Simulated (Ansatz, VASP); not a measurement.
**Sc2Ta3O: VASP beside Ansatz**

```
Sc Ta O
1.0
     2.98123    0.00000    0.00000
     0.00000    2.98123    0.00000
     0.00000    0.00000   12.34649
Sc Ta O
2 3 1
Direct
  0.50000 0.00000 0.76783
  0.00000 0.50000 0.23217
  0.50000 0.00000 0.40895
  0.00000 0.50000 0.59105
  0.00000 0.00000 0.00000
  0.50000 0.50000 0.00000
```

Change from the starting cell: species swapped into the Hf2GaSb3 type (P-4m2, No. 115).

Alike in both runs: task relaxation of cell and atoms; functional PBE; k mesh 12 × 12 × 4; occupations gaussian, width 0.1 eV; no spin polarisation.

|  | VASP | Ansatz |
| --- | --- | --- |
| version | VASP 6.6.1 | Ansatz 0.2.0 |
| potentials or method | VASP PAW PBE potentials, release 64 (Sc_sv, Ta_pv, O), cutoff 600 eV | scalar-relativistic, plane waves, PAW |
| valence electrons in the cell | 61 | 67 |

```csv
,VASP,Ansatz,Ansatz less VASP
"gap on the k mesh at the Fermi level, each at its own relaxed structure (eV)",none,none,-
relaxed volume (Å³/atom),18.35,18.33,-0.016
relaxed length of the cell vector where the two differ most in proportion (Å),2.984,2.982,-0.0016
```

A gap of «none» marks a metal or a gap that the smearing closes. VASP's potentials hold 61 valence electrons a cell and Ansatz's 67, so a difference there can come from the potentials and not from the codes.

Spin-orbit coupling is off throughout.
